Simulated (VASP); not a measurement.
# Al8B4P9N3 (P1) in VASP: single point with PBEsol

Aim: the single point of Al8B4P9N3 with PBEsol.

All numbers are computed with VASP 6.6.1; they aren't measurements. Logs are shortened: lines on timing, memory, paths and dates and some standing lists are left out, and cuts for length are marked.

## Step 1: The cell of the first run

The typed cell holds 24 atoms: a = 7.105 Å, b = 7.160 Å, c = 8.431 Å, α = 90.68°, β = 89.32°, γ = 121.97°.

## Step 2: Single point, PBEsol

INCAR

```
SYSTEM = Al8B4P9N3
PREC = Accurate ; ENCUT = 520
EDIFF = 1E-6 ; ISMEAR = 0
SIGMA = 0.1 ; LREAL = Auto
LASPH = .True. ; NELM = 100
ALGO = Normal ; ISIF = 2
LWAVE = .False. ; LCHARG = .False.
GGA = PS ; NBANDS = 66
ISYM = 0
```

KPOINTS

```
Automatic mesh
0
Gamma
  4 4 3
  0 0 0
```

POSCAR

```
Al8B4P9N3
1.0
   -4.9900591015     -5.0558179617     -0.1360797726
    0.1104279552      5.0820302632      5.0421341295
   -4.8917361453      4.8194190330     -4.8920942956
B N Al P
4 3 8 9
Direct
    0.6782884843      0.3335787874      0.3068798671
    0.1764446803      0.3390550532      0.3219121493
    0.5011484355      0.3921074645      0.9971470141
    0.0394152174      0.5335302943      0.0006983882
    0.3523785954      0.1834133591      0.9121446687
    0.2560628975      0.6896937622      0.9207826531
    0.1679447392      0.8505566291      0.6121735719
    0.4589138858      0.9783790031      0.9829071835
    0.0357894069      0.0151502152      0.9945131614
    0.8399593260      0.1834952522      0.6508915514
    0.3291449513      0.1560045424      0.6767827360
    0.8611841504      0.6847712999      0.6668052287
    0.2804414640      0.6796459477      0.7019822540
    0.6568223763      0.8207575587      0.3250484554
    0.1701771852      0.8335620033      0.3850063042
    0.8625010833      0.2071215487      0.9250136436
    0.6713212822      0.3477001088      0.5393516174
    0.1890940947      0.3562034892      0.5569680539
    0.4831262990      0.4577197937      0.2218957128
    0.0094172039      0.4908363911      0.2425434363
    0.8146411630      0.6159438002      0.9380086002
    0.6390023681      0.8181002061      0.6029712542
    0.5052499428      0.0216868351      0.2530930575
    0.0275187815      0.0269270119      0.2678491043
```

Potentials or basis: VASP PAW PBE potentials, release 64 (B, N, Al, P).

The run is started by

```console
$ cat potpaw_PBE.64/B/POTCAR potpaw_PBE.64/N/POTCAR potpaw_PBE.64/Al/POTCAR potpaw_PBE.64/P/POTCAR > POTCAR
$ mpirun -np 1 vasp_std > vasp.out
```

OUTCAR:

```text
SYSTEM = Al8B4P9N3
   PREC = Accurate
   ENCUT = 520
   EDIFF = 1E-6
   ISMEAR = 0
   LREAL = Auto
   LASPH = .True.
   NELM = 100
   ISIF = 2
   GGA = PS
   ISYM = 0

 ion  position               nearest neighbor table
   1  0.678  0.334  0.307-  23 1.95  17 1.96  20 2.07  19 2.14
   2  0.176  0.339  0.322-  24 1.95  18 1.98  19 2.05  20 2.11
   3  0.501  0.392  0.997-   5 1.48  19 1.97  21 2.00
   4  0.039  0.534  0.001-   6 1.50  21 2.05  20 2.06  16 2.08
   5  0.352  0.183  0.912-   3 1.48  11 1.99   9 2.03   8 2.07
   6  0.256  0.690  0.921-   4 1.50  13 1.85   8 1.86
   7  0.168  0.851  0.612-  12 1.90  15 1.92  11 1.93  13 1.94
   8  0.459  0.978  0.983-   6 1.86   5 2.07  23 2.30  16 2.48  13 2.98   9 3.15  11 3.24
   9  0.036  0.015  0.995-   5 2.03  24 2.31  16 2.36  21 2.47   8 3.15  11 3.20
  10  0.840  0.183  0.651-  18 2.24  22 2.25  17 2.29  16 2.32  13 3.29
  11  0.329  0.156  0.677-   7 1.93   5 1.99  17 2.36  18 2.37  15 3.13   9 3.20   8 3.24  13 3.25
                            12 3.25
  12  0.861  0.685  0.667-   7 1.90  22 2.31  17 2.31  21 2.33  15 3.01  13 3.02  11 3.25
  13  0.280  0.680  0.702-   6 1.85   7 1.94  22 2.34  18 2.37   8 2.98  12 3.02  15 3.16  11 3.25
                            10 3.29
  14  0.657  0.821  0.325-  24 2.28  23 2.30  22 2.34  19 2.37
  15  0.170  0.834  0.385-   7 1.92  23 2.30  24 2.34  20 2.40  12 3.01  11 3.13  13 3.16
  16  0.863  0.207  0.925-   4 2.08  10 2.32   9 2.36   8 2.48
  17  0.671  0.348  0.539-   1 1.96  10 2.29  12 2.31  11 2.36
  18  0.189  0.356  0.557-   2 1.98  10 2.24  11 2.37  13 2.37
  19  0.483  0.458  0.222-   3 1.97   2 2.05   1 2.14  14 2.37
  20  0.009  0.491  0.243-   4 2.06   1 2.07   2 2.11  15 2.40
  21  0.815  0.616  0.938-   3 2.00   4 2.05  12 2.33   9 2.47
  22  0.639  0.818  0.603-  10 2.25  12 2.31  13 2.34  14 2.34
  23  0.505  0.022  0.253-   1 1.95  14 2.30   8 2.30  15 2.30
  24  0.028  0.027  0.268-   2 1.95  14 2.28   9 2.31  15 2.34

IMPORTANT INFORMATION: All symmetrisations will be switched off!
NOSYMM: (Re-)initialisation of all symmetry stuff for point group C_1.

----------------------------------------------------------------------------------------

                                     Primitive cell

  volume of cell :     363.8350

  direct lattice vectors                    reciprocal lattice vectors
    -4.990059101 -5.055817962 -0.136079773    -0.135121499 -0.066306339  0.069790292
     0.110427955  5.082030263  5.042134129    -0.069782634  0.065266328  0.134074279
    -4.891736145  4.819419033 -4.892094296    -0.068164283  0.069112431 -0.068166418

  length of vectors
     7.104963251  7.159772518  8.431397804     0.165906706  0.164636636  0.118615169

  position of ions in fractional coordinates (direct lattice)
     0.678288484  0.333578787  0.306879867
     0.176444680  0.339055053  0.321912149
     0.501148435  0.392107465  0.997147014
     0.039415217  0.533530294  0.000698388
     0.352378595  0.183413359  0.912144669
     0.256062898  0.689693762  0.920782653
[... 16 lines left out ...]
     0.505249943  0.021686835  0.253093058
     0.027518781  0.026927012  0.267849104

  ion indices of the primitive-cell ions
   primitive index   ion index
                 1           1
                 2           2
                 3           3
                 4           4
                 5           5
                 6           6
[... 16 lines left out ...]
                23          23
                24          24

----------------------------------------------------------------------------------------

 KPOINTS: Automatic mesh

Automatic generation of k-mesh.
 Grid dimensions read from file:
 generate k-points for:    4    4    3

 Generating k-lattice:

  Cartesian coordinates                     Fractional coordinates (reciprocal lattice)
    -0.033780375 -0.016576585  0.017447573     0.250000000  0.000000000 -0.000000000
    -0.017445659  0.016316582  0.033518570    -0.000000000  0.250000000  0.000000000
    -0.022721428  0.023037477 -0.022722139     0.000000000  0.000000000  0.333333333

  Length of vectors
     0.041476676  0.041159159  0.039538390

  Shift w.r.t. Gamma in fractional coordinates (k-lattice)
     0.000000000  0.000000000  0.000000000

 Subroutine IBZKPT returns following result:
 ===========================================

 Found     26 irreducible k-points:

 Following reciprocal coordinates:
            Coordinates               Weight
  0.000000  0.000000  0.000000      1.000000
  0.250000  0.000000  0.000000      2.000000
  0.500000  0.000000  0.000000      1.000000
  0.000000  0.250000  0.000000      2.000000
  0.250000  0.250000 -0.000000      2.000000
  0.500000  0.250000 -0.000000      2.000000
[... 16 lines left out ...]
  0.000000 -0.250000  0.333333      2.000000
  0.250000 -0.250000  0.333333      2.000000
 [... further k-points ...]
   k-points           NKPTS =     26   k-points in BZ     NKDIM =     26   number of bands    NBANDS=     66
   number of dos      NEDOS =    301   number of ions     NIONS =     24
   total plane-waves  NPLWV = 186624
   dimension x,y,z NGX =    54 NGY =   54 NGZ =   64
   dimension x,y,z NGXF=   108 NGYF=  108 NGZF=  128
   ions per type =               4   3   8   9
   NGX,Y,Z   is equivalent  to a cutoff of  12.64, 12.54, 12.62 a.u.
   NGXF,Y,Z  is equivalent  to a cutoff of  25.27, 25.08, 25.24 a.u.
 SYSTEM =  Al8B4P9N3
   PREC   = accura    normal or accurate (medium, high low for compatibility)
   ISTART =      0    job   : 0-new  1-cont  2-samecut
   ICHARG =      2    charge: 1-file 2-atom 10-const
   ISPIN  =      1    spin polarized calculation?
   LNONCOLLINEAR =      F non collinear calculations
   LSORBIT =      F    spin-orbit coupling
   LASPH  =      T    aspherical Exc in radial PAW
   ENCUT  =  520.0 eV  38.22 Ry    6.18 a.u.  13.21 13.31 15.68*2*pi/ulx,y,z
   NELM   =    100;   NELMIN=  2; NELMDL= -5     # of ELM steps
   EDIFF  = 0.1E-05   stopping-criterion for ELM
   LREAL  =      T    real-space projection
   EDIFFG = 0.1E-04   stopping-criterion for IOM
   NSW    =      0    number of steps for IOM
   IBRION =     -1    ionic relax: 0-MD 1-quasi-New 2-CG
   NFREE  =      0    steps in history (QN), initial steepest desc. (CG)
   ISIF   =      2    stress and relaxation
   ISYM   =      0    0-nonsym 1-usesym 2-fastsym
   POTIM  = 0.5000    time-step for ionic-motion
   TEBEG  =    0.0;   TEEND  =   0.0 temperature during run
   PSTRESS=    0.0 pullay stress
   NELECT =      96.0000    total number of electrons
   NUPDOWN=      -1.0000    fix difference up-down
   EMIN   =  10.00;   EMAX   =-10.00  energy-range for DOS
   EFERMI =   0.00;   METHOD = LEGACY
   ISMEAR =     0;   SIGMA  =   0.10  broadening in eV -4-tet -1-fermi 0-gaus
   EFERMI_NEDOS =   21; number of points for ismear=-14 and -15
   IALGO  =     38    algorithm
   IMIX   =      4    mixing-type and parameters
     AMIX     =   0.40;   BMIX     =  1.00
     AMIX_MAG =   1.60;   BMIX_MAG =  1.00
  volume/ion in A,a.u.               =      15.16       102.30
  Fermi-wavevector in a.u.,A,eV,Ry     =   1.050019  1.984248 15.000961  1.102540
  Thomas-Fermi vector in A             =   2.185005
   LORBIT       =      0    0 simple, 1 ext, 2 COOP (PROOUT), +10 PAW based schemes
   GGA     = PS    functional components
   LHFCALC =     F    Hartree Fock is set to
   AEXX    =    0.0000 exact exchange contribution
   IVDW    =     0    specifies the selected vdW correction
   LEPSILON=     F    determine dielectric tensor
   LRPA    =     F    only Hartree local field effects (RPA)
 non-spin polarized calculation
 Gauss-broadening in eV      SIGMA  =   0.10
  energy-cutoff  :      520.00
  volume of cell :      363.83
 maximum number of plane-waves:      9819
 NGX is ok and might be reduce to    54
   NGX = 27   NGY = 27   NGZ = 31

 number of electron      96.0000000 magnetization

 Free energy of the ion-electron system (eV)
  ---------------------------------------------------
  ext. energy  EPLUGINS =         0.00000000
  ---------------------------------------------------
  free energy    TOTEN  =      -149.33264011 eV

  energy without entropy =     -149.33259464  energy(sigma->0) =     -149.33261738

 E-fermi :   6.3928     XC(G=0): -10.1106

 val. band max:        6.1719282089   @ k =   0.0000  -0.0000   0.3333
 cond. band min:       6.5927102243   @ k =   0.0000   0.0000   0.0000
 fundamental gap:      0.4207820153
 Fermi energy:         6.3928212035

 k-point     1 :       0.0000    0.0000    0.0000
  band No.  band energies     occupation
      1     -10.2744      2.00000
      2      -9.3168      2.00000
      3      -8.8436      2.00000
      4      -7.0246      2.00000
      5      -5.4178      2.00000
      6      -5.2589      2.00000
[... 52 lines left out ...]
     59       9.1890      0.00000
     60       9.5385      0.00000

 k-point     2 :       0.2500    0.0000    0.0000
  band No.  band energies     occupation
      1     -10.2603      2.00000
      2      -9.3150      2.00000
      3      -8.8411      2.00000
      4      -6.8945      2.00000
      5      -5.8363      2.00000
      6      -5.3672      2.00000
[... 52 lines left out ...]
     59       9.4852      0.00000
     60       9.8315      0.00000

 k-point     3 :       0.5000    0.0000    0.0000
  band No.  band energies     occupation
      1     -10.2460      2.00000
      2      -9.3134      2.00000
      3      -8.8385      2.00000
      4      -6.6160      2.00000
      5      -6.3279      2.00000
      6      -5.3779      2.00000
[... 1312 lines left out ...]
     59       9.3717      0.00000
     60       9.6465      0.00000

 k-point    24 :       0.2500   -0.2500    0.3333
  band No.  band energies     occupation
      1     -10.2601      2.00000
      2      -9.3071      2.00000
      3      -8.8666      2.00000
      4      -6.8622      2.00000
      5      -5.7847      2.00000
      6      -5.6151      2.00000
[... 52 lines left out ...]
     59       9.4356      0.00000
     60       9.7847      0.00000

 [... further k-points ...]

 [bands above 60 left out]

------------------------ aborting loop because EDIFF is reached ----------------------------------------

  FORCE on cell =-STRESS in cart. coord.  units (eV):
  Direction    XX          YY          ZZ          XY          YZ          ZX
  --------------------------------------------------------------------------------------
  -------------------------------------------------------------------------------------
  Total        0.1220565      0.1275237      0.0515284      0.0818519      0.0681060      0.0074576
  in kB        0.5374859      0.5615612      0.2269094      0.3604416      0.2999106      0.0328403
  external PRESSURE =       0.4419855 kB  Pullay stress =       0.0000000 kB

 VOLUME and BASIS-vectors are now :
 -----------------------------------------------------------------------------
  energy-cutoff  :      520.00
  volume of cell :      363.83
      direct lattice vectors                 reciprocal lattice vectors
    -4.990059101 -5.055817962 -0.136079773    -0.135121499 -0.066306339  0.069790292
     0.110427955  5.082030263  5.042134129    -0.069782634  0.065266328  0.134074279
    -4.891736145  4.819419033 -4.892094296    -0.068164283  0.069112431 -0.068166418

 POSITION                                       TOTAL-FORCE (eV/Angst)
 -----------------------------------------------------------------------------------
     -4.84904     -0.25506      0.08836        -0.023073     -0.008769     -0.022674
     -2.41774      2.38245      0.11073        -0.007286     -0.003500     -0.023968
     -7.33524      4.26466     -2.96927        -0.062985      0.022798      0.038748
     -0.14118      2.51551      2.68135        -0.010788     -0.026359     -0.033100
     -6.20011      3.54656     -3.58545         0.058658     -0.031323     -0.031768
     -5.70583      6.64807     -1.06187         0.001899     -0.028009      0.035275
[... 16 lines left out ...]
     -3.75690     -1.22448     -1.19756         0.010011      0.012703      0.001591
     -1.44459      1.28859     -1.17832        -0.002883      0.011199      0.010882
 -----------------------------------------------------------------------------------
    total drift:                                0.000814      0.003795     -0.016922

  FREE ENERGIE OF THE ION-ELECTRON SYSTEM (eV)
  ---------------------------------------------------
  free  energy   TOTEN  =      -149.3326401131 eV

  energy  without entropy=     -149.3325946384  energy(sigma->0) =     -149.33261738
```

It took 30 min on 1 thread of Intel Xeon Platinum 8259CL at 2.50GHz (Skylake/Cascade Lake), shared host; peak memory 0.68 GiB.

Results:

```yaml
Free_energy: -149.3326 eV
Pressure: 0.0 GPa
Largest_force: 0.077 eV/Å
Band_gap_on_the_k_mesh: 0.42 eV (least direct gap 0.43 eV)
```

Forces on the atoms (eV/Å):
```
B   -0.023 -0.009 -0.023
B   -0.007 -0.004 -0.024
B   -0.063  0.023  0.039
B   -0.011 -0.026 -0.033
N    0.059 -0.031 -0.032
N    0.002 -0.028  0.035
N    0.003 -0.012  0.000
Al   0.006  0.003 -0.002
Al  -0.024 -0.022  0.000
Al  -0.004 -0.012 -0.005
Al  -0.008  0.016 -0.009
Al   0.002  0.006  0.003
Al  -0.014  0.023 -0.008
Al  -0.005 -0.011 -0.007
Al  -0.009  0.001 -0.002
P    0.011  0.033  0.014
P    0.004 -0.015  0.014
P   -0.001 -0.009  0.000
P    0.012  0.010  0.034
P    0.010  0.012  0.014
P    0.038  0.041 -0.015
P    0.015 -0.014 -0.007
P    0.010  0.013  0.002
P   -0.003  0.011  0.011
```

Caveat: the PAW data sets were made with another functional, which shifts forces and pressure a little; an odd mesh through Γ misses points on the zone boundary, where band edges can lie.
